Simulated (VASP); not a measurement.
**Si4Mo3: relaxation of cell and atoms with PBE**

Si4Mo3:

```xyz
7
Lattice="4.2743 0.0000 0.0000 -2.1372 3.7017 0.0000 0.0000 0.0000 7.9513" Properties=species:S:1:pos:R:3 pbc="T T T"
Si    0.0000    0.0000    5.8942
Si    0.0000    0.0000    2.0571
Si    0.0000    2.4678    1.0099
Si    2.1372    1.2339    6.9414
Mo    2.1372    0.0000    3.9756
Mo   -1.0686    1.8508    3.9756
Mo    1.0686    1.8508    3.9756
```

```
Program                : VASP 6.6.1
Task                   : relaxation of cell and atoms
Functional             : PBE
Potentials or basis    : VASP PAW PBE potentials, release 64 (Si, Mo_sv)
Cutoff                 : 600 eV
k mesh                 : 4 × 4 × 2
Occupations            : gaussian, width 0.2 eV
Spin                   : no spin polarisation
Dipole correction      : no
Further INCAR settings : ALGO = Normal; EDIFF = 1e-06; IBRION = 2; EDIFFG = -0.08; NSW = 36; ISIF = 3
```

| Item | Value |
| --- | --- |
| Relaxed volume | 15.20 Å³/atom |
| Relaxed cell | a = 5.214 Å, b = 5.214 Å, c = 4.520 Å, α = 90.00°, β = 90.00°, γ = 120.00° |
| Space group after relaxing (to 0.05 Å) | P6/mmm (No. 191) |
| Energy gained by relaxing | 1873.3 meV/atom |
| Ionic steps | 19 |
| Pressure after relaxing | -0.4 GPa |
| Largest force after relaxing | 0.075 eV/Å |
| Band gap on the k mesh | zero (band 29 reaches 12.16 eV, above the bottom of band 30 at 10.58 eV) |

Forces in eV/Å, atoms in the order of the input:
```
Si   0.000  0.000 -0.071
Si   0.000  0.000  0.071
Si   0.000  0.000  0.075
Si   0.000  0.000 -0.075
Mo   0.000  0.000  0.000
Mo   0.000  0.000  0.000
Mo   0.000  0.000  0.000
```

Stress tensor (GPa, compression positive):
```
-0.65  0.00  0.00
 0.00 -0.65  0.00
 0.00  0.00  0.24
```

Step by step:
```tsv
step	energy change (eV)	largest force (eV/Å)	pressure (GPa)	volume (Å³)
1	0.0000	0.7170	32.25	125.81
2	-2.1776	1.8119	-18.29	197.95
3	-4.8961	1.2179	-7.10	160.80
4	-4.8977	1.2078	-6.69	160.07
5	-6.7849	0.9813	-5.09	147.05
6	-3.8586	13.3698	51.54	102.26
7	-7.6806	0.9631	-5.01	138.96
8	-9.1836	2.6186	6.21	121.32
9	-9.9426	3.9275	-0.16	122.10
10	-9.9427	3.9177	-0.14	122.10
11	-10.8899	2.8266	-8.84	122.62
12	-11.2595	1.5232	-14.74	122.86
13	-11.2913	1.9884	-13.68	122.85
14	-12.0993	1.6080	-9.42	115.66
15	-12.4324	2.8260	-0.66	108.01
16	-12.9937	0.1428	3.46	104.54
17	-13.0246	0.6055	5.30	103.52
18	-13.1125	0.0749	0.16	106.13
19	-13.1132	0.0750	-0.35	106.41
```

Final structure:
```cif
data_structure
_symmetry_space_group_name_H-M 'P 1'
_symmetry_Int_Tables_number 1
_cell_length_a 5.2136
_cell_length_b 5.2136
_cell_length_c 4.5204
_cell_angle_alpha 90.000
_cell_angle_beta 90.000
_cell_angle_gamma 120.000
_cell_volume 106.41
loop_
_atom_site_label
_atom_site_type_symbol
_atom_site_fract_x
_atom_site_fract_y
_atom_site_fract_z
_atom_site_occupancy
Si1 Si 0.00000 0.00000 0.74904 1
Si2 Si 0.00000 0.00000 0.25096 1
Si3 Si 0.33333 0.66667 0.99813 1
Si4 Si 0.66667 0.33333 0.00187 1
Mo1 Mo 0.50000 0.00000 0.50000 1
Mo2 Mo 0.00000 0.50000 0.50000 1
Mo3 Mo 0.50000 0.50000 0.50000 1
```

Levels at points of the mesh, in eV from the Fermi level:
| k point | band 27 | band 28 | band 29 | band 30 | band 31 | band 32 |
| --- | --- | --- | --- | --- | --- | --- |
| (0.00, 0.00, 0.00) | -3.41 | -0.13 | 0.95 | 0.95 | 1.14 | 1.31 |
| (0.50, 0.00, 0.00) | -1.77 | -0.92 | -0.23 | 0.91 | 1.20 | 1.20 |
| (0.00, 0.00, 0.50) | -0.80 | -0.44 | -0.44 | 0.95 | 1.01 | 1.01 |
| (0.50, 0.00, 0.50) | -1.44 | -1.08 | -1.05 | -0.52 | -0.37 | 0.44 |

It took 6.1 min on 1 thread of Intel(R) Xeon(R) Platinum 8559C (Emerald Rapids), with other jobs on the host, peak memory 0.3 GiB.

Caveat: the k points lie up to 0.69 Å⁻¹ apart in the final cell; the volume moved by over 15 % at a fixed basis, so the end points are rough; the relaxation stopped at a loose force limit of 0.08 eV/Å, so its end isn't a converged minimum.
